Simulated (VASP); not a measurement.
# Lu (P6_3/mmc) in VASP: a series of runs

The runs below take Lu through single point, with PBE.

All numbers are computed with VASP 6.6.1; they aren't measurements. Logs are shortened: lines on timing, memory, paths and dates and some standing lists are left out, and cuts for length are marked.

**1. The cell of the first run**

It takes space group P6_3/mmc (No. 194, hexagonal). The conventional cell has a = 2.559 Å, b = 2.559 Å, c = 8.203 Å, α = 90.00°, β = 90.00°, γ = 120.00°. Lu (site symmetry -3m) has 12 Lu at 2.53 to 2.56 Å within 3.3 Å. Within 3.3 Å of Lu (site symmetry -6m2) lie 12 Lu at 2.53 to 2.56 Å.

**2. Single point, PBE**

The input, INCAR:

```
ALGO = Normal
EDIFF = 1E-6
ENCUT = 520
GGA = PE
ISIF = 2
ISMEAR = -1
LASPH = T
LCHARG = F
LREAL = F
LWAVE = F
NBANDS = 58
NELM = 60
PREC = Accurate
SIGMA = 0.1
```

The input, KPOINTS:

```
k-points
0
Gamma
  10 10 3
```

The input, POSCAR:

```
Lu
1.0
    2.5594065745      0.0000000000      0.0000000000
   -1.2797032872      2.2165111121      0.0000000000
    0.0000000000      0.0000000000      8.2027352211
Lu
4
Direct
    0.0000000000      0.0000000000      0.0000000000
    0.0000000000      0.0000000000      0.5000000000
    0.3333333333      0.6666666667      0.2500000000
    0.6666666667      0.3333333333      0.7500000000
```

Potentials or basis: VASP PAW PBE potentials, release 64 (Lu).

On the command line:

```
$ cat potpaw_PBE.64/Lu/POTCAR > POTCAR
$ mpirun -np 1 vasp_std > vasp.out
```

OUTCAR:

```text
EDIFF = 1E-6
   ENCUT = 520
   GGA = PE
   ISIF = 2
   ISMEAR = -1
   LASPH = T
   LREAL = F
   NELM = 60
   PREC = Accurate

 ion  position               nearest neighbor table
   1  0.000  0.000  0.000-   3 2.53   4 2.53   3 2.53   4 2.53   4 2.53   3 2.53   4 3.60   3 3.60
                             3 3.60   4 3.60   3 3.60   4 3.60
   2  0.000  0.000  0.500-   3 2.53   4 2.53   3 2.53   4 2.53   4 2.53   3 2.53   4 3.60   3 3.60
                             3 3.60   4 3.60   3 3.60   4 3.60
   3  0.333  0.667  0.250-   1 2.53   2 2.53   1 2.53   2 2.53   1 2.53   2 2.53   1 3.60   2 3.60
                             1 3.60   2 3.60   1 3.60   2 3.60
   4  0.667  0.333  0.750-   1 2.53   2 2.53   1 2.53   2 2.53   1 2.53   2 2.53   1 3.60   2 3.60
                             1 3.60   2 3.60   1 3.60   2 3.60

  LATTYP: Found a hexagonal cell.
 ALAT       =     2.5594065745
 C/A-ratio  =     3.2049363719

  Lattice vectors:

 A1 = (   2.5594065745,   0.0000000000,   0.0000000000)
 A2 = (  -1.2797032872,   2.2165111121,   0.0000000000)
 A3 = (   0.0000000000,   0.0000000000,   8.2027352211)

Analysis of symmetry for initial positions (statically):
=====================================================================
 Subroutine PRICEL returns:
 Original cell was already a primitive cell.

 Routine SETGRP: Setting up the symmetry group for a
 hexagonal supercell.

 Subroutine GETGRP returns: Found 24 space group operations
 (whereof 12 operations were pure point group operations)
 out of a pool of 24 trial point group operations.

The static configuration has the point symmetry D_3d.
 The point group associated with its full space group is D_6h.

Analysis of symmetry for dynamics (positions and initial velocities):
=====================================================================
 Subroutine PRICEL returns:
 Original cell was already a primitive cell.

 Routine SETGRP: Setting up the symmetry group for a
 hexagonal supercell.

 Subroutine GETGRP returns: Found 24 space group operations
 (whereof 12 operations were pure point group operations)
 out of a pool of 24 trial point group operations.

The dynamic configuration has the point symmetry D_3d.
 The point group associated with its full space group is D_6h.

 Subroutine INISYM returns: Found 24 space group operations
 (whereof 12 operations are pure point group operations),
 and found     1 'primitive' translations

----------------------------------------------------------------------------------------

                                     Primitive cell

  volume of cell :      46.5337

  direct lattice vectors                    reciprocal lattice vectors
     2.559406575  0.000000000  0.000000000     0.390715571  0.225579740  0.000000000
    -1.279703287  2.216511112  0.000000000     0.000000000  0.451159480  0.000000000
     0.000000000  0.000000000  8.202735221     0.000000000  0.000000000  0.121910555

  length of vectors
     2.559406575  2.559406574  8.202735221     0.451159480  0.451159480  0.121910555

  position of ions in fractional coordinates (direct lattice)
     0.000000000  0.000000000  0.000000000
     0.000000000  0.000000000  0.500000000
     0.333333333  0.666666667  0.250000000
     0.666666667  0.333333333  0.750000000

  ion indices of the primitive-cell ions
   primitive index   ion index
                 1           1
                 2           2
                 3           3
                 4           4

----------------------------------------------------------------------------------------

 KPOINTS: k-points

Automatic generation of k-mesh.
 Grid dimensions read from file:
 generate k-points for:   10   10    3

 Generating k-lattice:

  Cartesian coordinates                     Fractional coordinates (reciprocal lattice)
     0.039071557  0.022557974  0.000000000     0.100000000  0.000000000  0.000000000
     0.000000000  0.045115948  0.000000000     0.000000000  0.100000000  0.000000000
     0.000000000  0.000000000  0.040636852     0.000000000  0.000000000  0.333333333

  Length of vectors
     0.045115948  0.045115948  0.040636852

  Shift w.r.t. Gamma in fractional coordinates (k-lattice)
     0.000000000  0.000000000  0.000000000

 Subroutine IBZKPT returns following result:
 ===========================================

 Found     28 irreducible k-points:

 Following reciprocal coordinates:
            Coordinates               Weight
  0.000000  0.000000  0.000000      1.000000
  0.100000  0.000000  0.000000      6.000000
  0.200000  0.000000  0.000000      6.000000
  0.300000  0.000000  0.000000      6.000000
  0.400000  0.000000  0.000000      6.000000
  0.500000 -0.000000  0.000000      3.000000
[... 16 lines left out ...]
  0.300000  0.100000  0.333333     24.000000
  0.400000  0.100000  0.333333     24.000000
 [... further k-points ...]
   k-points           NKPTS =     28   k-points in BZ     NKDIM =     28   number of bands    NBANDS=     58
   number of dos      NEDOS =    301   number of ions     NIONS =      4
   total plane-waves  NPLWV =  25600
   dimension x,y,z NGX =    20 NGY =   20 NGZ =   64
   dimension x,y,z NGXF=    40 NGYF=   40 NGZF=  128
   ions per type =               4
   NGX,Y,Z   is equivalent  to a cutoff of  12.99, 12.99, 12.97 a.u.
   NGXF,Y,Z  is equivalent  to a cutoff of  25.98, 25.98, 25.94 a.u.
 SYSTEM =  unknown system
   PREC   = accura    normal or accurate (medium, high low for compatibility)
   ISTART =      0    job   : 0-new  1-cont  2-samecut
   ICHARG =      2    charge: 1-file 2-atom 10-const
   ISPIN  =      1    spin polarized calculation?
   LNONCOLLINEAR =      F non collinear calculations
   LSORBIT =      F    spin-orbit coupling
   LASPH  =      T    aspherical Exc in radial PAW
   ENCUT  =  520.0 eV  38.22 Ry    6.18 a.u.   4.76  4.76 15.25*2*pi/ulx,y,z
   NELM   =     60;   NELMIN=  2; NELMDL= -5     # of ELM steps
   EDIFF  = 0.1E-05   stopping-criterion for ELM
   LREAL  =      F    real-space projection
   EDIFFG = 0.1E-04   stopping-criterion for IOM
   NSW    =      0    number of steps for IOM
   IBRION =     -1    ionic relax: 0-MD 1-quasi-New 2-CG
   NFREE  =      0    steps in history (QN), initial steepest desc. (CG)
   ISIF   =      2    stress and relaxation
   ISYM   =      2    0-nonsym 1-usesym 2-fastsym
   POTIM  = 0.5000    time-step for ionic-motion
   TEBEG  =    0.0;   TEEND  =   0.0 temperature during run
   PSTRESS=    0.0 pullay stress
   NELECT =     100.0000    total number of electrons
   NUPDOWN=      -1.0000    fix difference up-down
   EMIN   =  10.00;   EMAX   =-10.00  energy-range for DOS
   EFERMI =   0.00;   METHOD = LEGACY
   ISMEAR =    -1;   SIGMA  =   0.10  broadening in eV -4-tet -1-fermi 0-gaus
   EFERMI_NEDOS =   21; number of points for ismear=-14 and -15
   IALGO  =     38    algorithm
   IMIX   =      4    mixing-type and parameters
     AMIX     =   0.40;   BMIX     =  1.00
     AMIX_MAG =   1.60;   BMIX_MAG =  1.00
  volume/ion in A,a.u.               =      11.63        78.51
  Fermi-wavevector in a.u.,A,eV,Ry     =   2.112608  3.992250 60.724319  4.463112
  Thomas-Fermi vector in A             =   3.099298
   LORBIT       =      0    0 simple, 1 ext, 2 COOP (PROOUT), +10 PAW based schemes
   GGA     = PE    functional components
   LHFCALC =     F    Hartree Fock is set to
   AEXX    =    0.0000 exact exchange contribution
   IVDW    =     0    specifies the selected vdW correction
   LEPSILON=     F    determine dielectric tensor
   LRPA    =     F    only Hartree local field effects (RPA)
 non-spin polarized calculation
  energy-cutoff  :      520.00
  volume of cell :       46.53
 maximum number of plane-waves:      1278
 NGX is ok and might be reduce to    20
   NGX =  9   NGY =  9   NGZ = 31

 number of electron     100.0000018 magnetization

 Free energy of the ion-electron system (eV)
  ---------------------------------------------------
  ext. energy  EPLUGINS =         0.00000000
  ---------------------------------------------------
  free energy    TOTEN  =         3.43731290 eV

  energy without entropy =        3.51605679  energy(sigma->0) =        3.47668485

 E-fermi :   7.1033     XC(G=0): -16.2278

 val. band max:        7.0550182467   @ k =   0.3000   0.3000   0.3333
 cond. band min:       7.1183796391   @ k =   0.3000   0.2000   0.0000
 fundamental gap:      0.0633613925
 Fermi energy:         7.1033278372

 k-point     1 :       0.0000    0.0000    0.0000
  band No.  band energies     occupation
      1     -49.9431      2.00000
      2     -49.3777      2.00000
      3     -49.3510      2.00000
      4     -48.7291      2.00000
      5     -23.5316      2.00000
      6     -20.7404      2.00000
[... 50 lines left out ...]
     57      10.1026      0.00000
     58      10.5482      0.00000

 k-point     2 :       0.1000    0.0000    0.0000
  band No.  band energies     occupation
      1     -49.8557      2.00000
      2     -49.3109      2.00000
      3     -49.2843      2.00000
      4     -48.6873      2.00000
      5     -23.3666      2.00000
      6     -20.7984      2.00000
[... 50 lines left out ...]
     57      10.7834      0.00000
     58      11.1706      0.00000

 k-point     3 :       0.2000    0.0000    0.0000
  band No.  band energies     occupation
      1     -49.6158      2.00000
      2     -49.1325      2.00000
      3     -49.1063      2.00000
      4     -48.5831      2.00000
      5     -22.8958      2.00000
      6     -21.1797      2.00000
[... 1216 lines left out ...]
      3     -48.5964      2.00000
      4     -48.4741      2.00000
      5     -22.5491      2.00000
      6     -22.2597      2.00000
[... 50 lines left out ...]
     57      11.8719      0.00000
     58      12.8264      0.00000

 k-point    24 :       0.4000    0.1000    0.3333
  band No.  band energies     occupation
      1     -48.8043      2.00000
      2     -48.7306      2.00000
      3     -48.5241      2.00000
      4     -48.4483      2.00000
      5     -23.0124      2.00000
      6     -22.8748      2.00000
[... 50 lines left out ...]
     57      13.7459      0.00000
     58      14.7104      0.00000

 [... further k-points ...]
[... 5 lines left out ...]
  --------------------------------------------------------------------------------------
  -------------------------------------------------------------------------------------
  Total       60.6715444     60.6715444     60.7433126      0.0000000      0.0000000      0.0000000
  in kB     2088.9485580   2088.9485579   2091.4195696      0.0000000      0.0000000      0.0000000
  external PRESSURE =    2089.7722285 kB  Pullay stress =       0.0000000 kB

 VOLUME and BASIS-vectors are now :
 -----------------------------------------------------------------------------
  energy-cutoff  :      520.00
  volume of cell :       46.53
      direct lattice vectors                 reciprocal lattice vectors
     2.559406575  0.000000000  0.000000000     0.390715571  0.225579740  0.000000000
    -1.279703287  2.216511112  0.000000000     0.000000000  0.451159480  0.000000000
     0.000000000  0.000000000  8.202735221     0.000000000  0.000000000  0.121910555

 POSITION                                       TOTAL-FORCE (eV/Angst)
 -----------------------------------------------------------------------------------
      0.00000      0.00000      0.00000         0.000000      0.000000      0.000000
      0.00000      0.00000      4.10137         0.000000      0.000000      0.000000
     -0.00000      1.47767      2.05068         0.000000     -0.000000      0.000000
      1.27970      0.73884      6.15205        -0.000000      0.000000     -0.000000
 -----------------------------------------------------------------------------------
    total drift:                                0.000000     -0.000000      0.000000

  FREE ENERGIE OF THE ION-ELECTRON SYSTEM (eV)
  ---------------------------------------------------
  free  energy   TOTEN  =         3.4373129028 eV

  energy  without entropy=        3.5160567893  energy(sigma->0) =        3.47668485
```

Wall time 2.2 min (1 thread of Oxide Virtual Turin-like, shared host); peak memory 0.17 GiB.

What came out:

| Item | Value |
| --- | --- |
| Free energy | 3.4373 eV |
| Pressure | 209.0 GPa |
| Band gap on the k mesh | zero (band 50 reaches 8.80 eV, above the bottom of band 51 at 6.39 eV) |

Caveat: spin-orbit coupling is left out, which moves the levels of the heavy elements.

(Continued in part 2 of 2.)
